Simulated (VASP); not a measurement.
# CrCuO2 (R-3m) in VASP: notebook

CrCuO2 is run at these levels: PBE; tasks: single point.

Program: VASP 6.6.1. These are calculated values, not measurements. Logs are shortened: lines on timing, memory, paths and dates and some standing lists are left out, and cuts for length are marked.

## (1) The cell of the first run

Symmetry: R-3m, No. 166, trigonal system. The conventional cell has a = 2.751 Å, b = 2.751 Å, c = 18.434 Å, α = 90.00°, β = 90.00°, γ = 120.00°. Within 2.6 Å of Cr (site symmetry -3m) lie 6 O at 1.97 Å. Cu (site symmetry -3m) has 2 O at 1.90 Å within 2.5 Å. O (site symmetry 3m) has 1 Cu at 1.90 Å and 3 Cr at 1.97 Å within 2.5 Å.

## (2) Single point, PBE (10.07 Å³/atom)

File INCAR:

```
SYSTEM = CrCuO2
ALGO = Normal
EDIFF = 1E-6
ENCUT = 600
GGA = PE
GGA_COMPAT = .False.
ISIF = 2
ISMEAR = 0
LASPH = .True.
LCHARG = .False.
LREAL = .False.
LWAVE = .False.
NBANDS = 26
NELM = 120
PREC = Accurate
SIGMA = 0.05
```

File KPOINTS:

```
k-points
0
Gamma
  14 14 14
  0 0 0
```

File POSCAR:

```
CrCuO2
1.0
    1.3753098480      0.7940355109      6.1447342739
   -1.3753098480      0.7940355109      6.1447342739
    0.0000000000     -1.5880710219      6.1447342739
Cr Cu O
1 1 2
Direct
    0.5000000000      0.5000000000      0.5000000000
    0.0000000000      0.0000000000      0.0000000000
    0.1031472821      0.1031472821      0.1031472821
    0.8968527179      0.8968527179      0.8968527179
```

Potentials or basis: VASP PAW PBE potentials, release 64 (Cr_pv, Cu, O).

Launch:

```console
$ cat potpaw_PBE.64/Cr_pv/POTCAR potpaw_PBE.64/Cu/POTCAR potpaw_PBE.64/O/POTCAR > POTCAR
$ mpirun -np 1 vasp_std > vasp.out
```

OUTCAR:

```text
SYSTEM = CrCuO2
   EDIFF = 1E-6
   ENCUT = 600
   GGA = PE
   ISIF = 2
   ISMEAR = 0
   LASPH = .True.
   LREAL = .False.
   NELM = 120
   PREC = Accurate

 ion  position               nearest neighbor table
   1  0.500  0.500  0.500-   3 1.97   4 1.97   3 1.97   3 1.97   4 1.97   4 1.97
   2  0.000  0.000  0.000-   3 1.90   4 1.90
   3  0.103  0.103  0.103-   2 1.90   1 1.97   1 1.97   1 1.97
   4  0.897  0.897  0.897-   2 1.90   1 1.97   1 1.97   1 1.97

  LATTYP: Found a trigonal (rhomboedric) cell.
 ALAT       =     6.3466313007
 COS(alpha) =     0.9060829240

  Lattice vectors:

 A1 = (   1.3753098480,   0.7940355109,   6.1447342739)
 A2 = (  -1.3753098480,   0.7940355109,   6.1447342739)
 A3 = (   0.0000000000,  -1.5880710219,   6.1447342739)

Analysis of symmetry for initial positions (statically):
=====================================================================
 Subroutine PRICEL returns:
 Original cell was already a primitive cell.

 Routine SETGRP: Setting up the symmetry group for a
 trigonal (rhombohedral) supercell.

 Subroutine GETGRP returns: Found 12 space group operations
 (whereof 12 operations were pure point group operations)
 out of a pool of 12 trial point group operations.

The static configuration has the point symmetry D_3d.

Analysis of symmetry for dynamics (positions and initial velocities):
=====================================================================
 Subroutine PRICEL returns:
 Original cell was already a primitive cell.

 Routine SETGRP: Setting up the symmetry group for a
 trigonal (rhombohedral) supercell.

 Subroutine GETGRP returns: Found 12 space group operations
 (whereof 12 operations were pure point group operations)
 out of a pool of 12 trial point group operations.

The dynamic configuration has the point symmetry D_3d.

 Subroutine INISYM returns: Found 12 space group operations
 (whereof 12 operations are pure point group operations),
 and found     1 'primitive' translations

----------------------------------------------------------------------------------------

                                     Primitive cell

  volume of cell :      40.2620

  direct lattice vectors                    reciprocal lattice vectors
     1.375309848  0.794035511  6.144734274     0.363554439  0.209898253  0.054246989
    -1.375309848  0.794035511  6.144734274    -0.363554439  0.209898253  0.054246989
     0.000000000 -1.588071022  6.144734274     0.000000000 -0.419796506  0.054246989

  length of vectors
[... 82 lines left out ...]
   LSORBIT =      F    spin-orbit coupling
   LASPH  =      T    aspherical Exc in radial PAW
   ENCUT  =  600.0 eV  44.10 Ry    6.64 a.u.  12.68 12.68 12.68*2*pi/ulx,y,z
   NELM   =    120;   NELMIN=  2; NELMDL= -5     # of ELM steps
   EDIFF  = 0.1E-05   stopping-criterion for ELM
   LREAL  =      F    real-space projection
   EDIFFG = 0.1E-04   stopping-criterion for IOM
   NSW    =      0    number of steps for IOM
   IBRION =     -1    ionic relax: 0-MD 1-quasi-New 2-CG
   NFREE  =      0    steps in history (QN), initial steepest desc. (CG)
   ISIF   =      2    stress and relaxation
   ISYM   =      2    0-nonsym 1-usesym 2-fastsym
   POTIM  = 0.5000    time-step for ionic-motion
   TEBEG  =    0.0;   TEEND  =   0.0 temperature during run
   PSTRESS=    0.0 pullay stress
   NELECT =      35.0000    total number of electrons
   NUPDOWN=      -1.0000    fix difference up-down
   EMIN   =  10.00;   EMAX   =-10.00  energy-range for DOS
   EFERMI =   0.00;   METHOD = LEGACY
   ISMEAR =     0;   SIGMA  =   0.05  broadening in eV -4-tet -1-fermi 0-gaus
   EFERMI_NEDOS =   21; number of points for ismear=-14 and -15
   IALGO  =     38    algorithm
   IMIX   =      4    mixing-type and parameters
     AMIX     =   0.40;   BMIX     =  1.00
     AMIX_MAG =   1.60;   BMIX_MAG =  1.00
  volume/ion in A,a.u.               =      10.07        67.93
  Fermi-wavevector in a.u.,A,eV,Ry     =   1.562425  2.952555 33.214168  2.441172
  Thomas-Fermi vector in A             =   2.665345
   LORBIT       =      0    0 simple, 1 ext, 2 COOP (PROOUT), +10 PAW based schemes
   GGA     = PE    functional components
   LHFCALC =     F    Hartree Fock is set to
   AEXX    =    0.0000 exact exchange contribution
   IVDW    =     0    specifies the selected vdW correction
   LEPSILON=     F    determine dielectric tensor
   LRPA    =     F    only Hartree local field effects (RPA)
 non-spin polarized calculation
 Gauss-broadening in eV      SIGMA  =   0.05
  energy-cutoff  :      600.00
  volume of cell :       40.26
 maximum number of plane-waves:      1381
 NGX is ok and might be reduce to    54
   NGX = 25   NGY = 25   NGZ = 25

 number of electron      34.9999999 magnetization

 Free energy of the ion-electron system (eV)
  ---------------------------------------------------
  ext. energy  EPLUGINS =         0.00000000
  ---------------------------------------------------
  free energy    TOTEN  =       -27.97594199 eV

  energy without entropy =      -27.97179148  energy(sigma->0) =      -27.97386673

 E-fermi :   7.1251     XC(G=0): -12.1823

 val. band max:        7.1246057221   @ k =   0.5000   0.2143   0.2143
 cond. band min:       7.1276453216   @ k =  -0.2143   0.4286   0.0714
 fundamental gap:      0.0030395996
 Fermi energy:         7.1250604032

 k-point     1 :       0.0000    0.0000    0.0000
  band No.  band energies     occupation
      1     -36.7836      2.00000
      2     -36.7481      2.00000
      3     -36.7481      2.00000
      4     -13.6503      2.00000
      5     -12.4762      2.00000
      6      -1.7511      2.00000
[... 685 lines left out ...]
     25      17.1119      0.00000
     26      19.8383      0.00000

 [... further k-points ...]
[... 5 lines left out ...]
  --------------------------------------------------------------------------------------
  -------------------------------------------------------------------------------------
  Total       -0.6989371     -0.6989371     -0.6192196      0.0000000      0.0000000      0.0000000
  in kB      -27.8133850    -27.8133850    -24.6411196      0.0000000      0.0000000      0.0000000
  external PRESSURE =     -26.7559632 kB  Pullay stress =       0.0000000 kB

 VOLUME and BASIS-vectors are now :
 -----------------------------------------------------------------------------
  energy-cutoff  :      600.00
  volume of cell :       40.26
      direct lattice vectors                 reciprocal lattice vectors
     1.375309848  0.794035511  6.144734274     0.363554439  0.209898253  0.054246989
    -1.375309848  0.794035511  6.144734274    -0.363554439  0.209898253  0.054246989
     0.000000000 -1.588071022  6.144734274     0.000000000 -0.419796506  0.054246989

 POSITION                                       TOTAL-FORCE (eV/Angst)
 -----------------------------------------------------------------------------------
      0.00000     -0.00000      9.21710         0.000000      0.000000      0.000000
      0.00000      0.00000      0.00000        -0.000000      0.000000      0.000000
      0.00000     -0.00000      1.90144        -0.000000      0.000000     -0.001039
      0.00000     -0.00000     16.53276        -0.000000     -0.000000      0.001039
 -----------------------------------------------------------------------------------
    total drift:                                0.000000      0.000000     -0.000000

  FREE ENERGIE OF THE ION-ELECTRON SYSTEM (eV)
  ---------------------------------------------------
  free  energy   TOTEN  =       -27.9759419910 eV

  energy  without entropy=      -27.9717914756  energy(sigma->0) =      -27.97386673
```

Run time: 15 min. Hardware: 1 thread of Intel Xeon 6975P-C (Granite Rapids), shared host; peak memory 0.67 GiB.

Results:

```
Free energy            : -27.9759 eV
Pressure               : -2.7 GPa
Band gap on the k mesh : zero (an odd number of electrons rules out a gap without spin polarisation)
```

Levels at points of the mesh, in eV from the Fermi level:
```csv
k point,band 13,band 14,band 15,band 16,band 17,band 18,band 19,band 20,band 21,band 22
"(0.00, 0.00, 0.00)",-2.66,-2.66,-2.16,-2.16,-1.35,-0.58,-0.58,1.96,2.41,2.41
"(0.50, 0.00, 0.00)",-2.41,-1.84,-1.76,-1.59,-0.93,0.58,0.90,2.13,2.58,3.00
"(0.50, 0.50, 0.00)",-2.91,-2.20,-1.85,-1.76,-0.67,0.58,1.03,2.22,2.65,2.72
"(0.50, 0.50, 0.50)",-2.66,-2.66,-1.53,-1.53,-0.61,-0.61,-0.29,2.27,2.28,2.28
```

Caveat: an odd number of electrons without spin polarisation forces a metal; a magnetic or distorted state may lie lower; the run has no spin polarisation, though such a crystal can be magnetic; semilocal functionals often make such compounds metallic where correlation or magnetic order opens a gap, which also shifts bond lengths. Spin polarisation is off, so any magnetic state and its effect on volume and gap are missing.

## (3) Single point, PBE (10.26 Å³/atom)

This run uses another cell than the first one, of 10.26 Å³/atom.

File INCAR:

```
PREC = Accurate
ENCUT = 600
EDIFF = 1E-6
ISMEAR = 0
SIGMA = 0.05
LREAL = False
LASPH = True
NELM = 120
ALGO = Normal
ISIF = 2
LWAVE = False
LCHARG = False
GGA = PE
NBANDS = 26
GGA_COMPAT = False
```

File KPOINTS:

```
Automatic mesh
0
Gamma
  14 14 14
```

File POSCAR:

```
CrCuO2
1.0
    1.3875270667      0.8010891255      6.1553740939
   -1.3875270667      0.8010891255      6.1553740939
    0.0000000000     -1.6021782510      6.1553740939
Cr Cu O
1 1 2
Direct
    0.5000000000      0.5000000000      0.5000000000
    0.0000000000      0.0000000000      0.0000000000
    0.1035461418      0.1035461418      0.1035461418
    0.8964538582      0.8964538582      0.8964538582
```

Potentials or basis: VASP PAW PBE potentials, release 64 (Cr_pv, Cu, O).

Launch:

```console
$ cat potpaw_PBE.64/Cr_pv/POTCAR potpaw_PBE.64/Cu/POTCAR potpaw_PBE.64/O/POTCAR > POTCAR
$ mpirun -np 1 vasp_std > vasp.out
```

Run time: 14 min. Hardware: 1 thread of Intel Xeon 6975P-C (Granite Rapids), shared host; peak memory 0.65 GiB.

It converged, with:

```
Free energy            : -27.9573 eV
Pressure               : -5.5 GPa
Band gap on the k mesh : zero (an odd number of electrons rules out a gap without spin polarisation)
```

Stress tensor (GPa, compression positive):
```
-5.53  0.00  0.00
 0.00 -5.53  0.00
 0.00  0.00 -5.30
```

Levels at points of the mesh, in eV from the Fermi level:
```tsv
k point	band 14	band 15	band 16	band 17	band 18	band 19	band 20	band 21
(0.00, 0.00, 0.00)	-2.61	-2.13	-2.13	-1.27	-0.58	-0.58	1.88	2.39
(0.50, 0.00, 0.00)	-1.83	-1.75	-1.50	-0.93	0.53	0.86	2.11	2.54
(0.50, 0.50, 0.00)	-2.16	-1.79	-1.75	-0.65	0.53	0.96	2.24	2.56
(0.50, 0.50, 0.50)	-2.60	-1.53	-1.53	-0.60	-0.60	-0.22	2.21	2.26
```

Caveat: the cell stands under tension; an odd number of electrons without spin polarisation forces a metal; a magnetic or distorted state may lie lower; the run has no spin polarisation, though such a crystal can be magnetic; semilocal functionals often make such compounds metallic where correlation or magnetic order opens a gap, which also shifts bond lengths. Spin polarisation is off, so any magnetic state and its effect on volume and gap are missing.
